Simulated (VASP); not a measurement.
Input of a VASP 6.6.1 run:

File INCAR:

```
SYSTEM = Be
PREC = Accurate
ENCUT = 520
EDIFF = 1E-6
ISMEAR = -1
SIGMA = 0.1
LREAL = .FALSE.
LASPH = .TRUE.
NELM = 80
ALGO = Normal
ISIF = 2
LWAVE = .FALSE.
LCHARG = .TRUE.
GGA = PS
LELF = .TRUE.
LVHAR = .TRUE.
NBANDS = 7
```

Contents of KPOINTS:

```
Automatic mesh
0
G
  23 23 23
  0 0 0
```

Contents of POSCAR:

```
Be
1.0
   -1.1475425520      1.1475425520      1.1475425520
    1.1475425520     -1.1475425520      1.1475425520
    1.1475425520      1.1475425520     -1.1475425520
Be
1
Direct
    0.0000000000      0.0000000000      0.0000000000
```

Potentials or basis: VASP PAW PBE potentials, release 64 (Be).

Run with:

```bash
$ cat potpaw_PBE.64/Be/POTCAR > POTCAR
$ mpirun -np 1 vasp_std > vasp.out
```

(1) What does it give for the band gap on the k mesh?

(2) Predict the pressure.

Results:

(1) zero (band 1 reaches 14.72 eV, above the bottom of band 2 at 8.71 eV).

(2) 47.5 GPa.

Caveat: the PAW data sets were made with another functional, which shifts forces and pressure a little.
